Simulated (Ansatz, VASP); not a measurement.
Two plane-wave programs on Sn2H3Br

```
Sn H Br
1.0
     4.81953    0.00000    0.00000
    -2.40976    4.17383    0.00000
     0.00000    0.00000    9.39646
Sn H Br
2 3 1
Direct
  0.66667 0.33333 0.11214
  0.33333 0.66667 0.03169
  0.66667 0.33333 0.29785
  0.00000 0.00000 0.44782
  0.00000 0.00000 0.52774
  0.33333 0.66667 0.76275
```

Alike in both runs: task relaxation of cell and atoms; functional PBE; k mesh 6 × 6 × 4; occupations gaussian, width 0.1 eV; no spin polarisation.

|  | VASP | Ansatz |
| --- | --- | --- |
| version | VASP 6.6.1 | Ansatz 0.2.0 |
| potentials or method | VASP PAW PBE potentials, release 64 (Sn_d, H, Br), cutoff 600 eV | scalar-relativistic, plane waves, PAW |
| valence electrons in the cell | 38 | 38 |

```tsv
	VASP	Ansatz	Ansatz less VASP
gap on the k mesh at the Fermi level, each at its own relaxed structure (eV)	none	none	-
relaxed volume (Å³/atom)	31.47	31.50	+0.031
relaxed length of the cell vector where the two differ most in proportion (Å)	4.817	4.820	+0.0022
```

A gap of «none» marks a metal or a gap that the smearing closes.
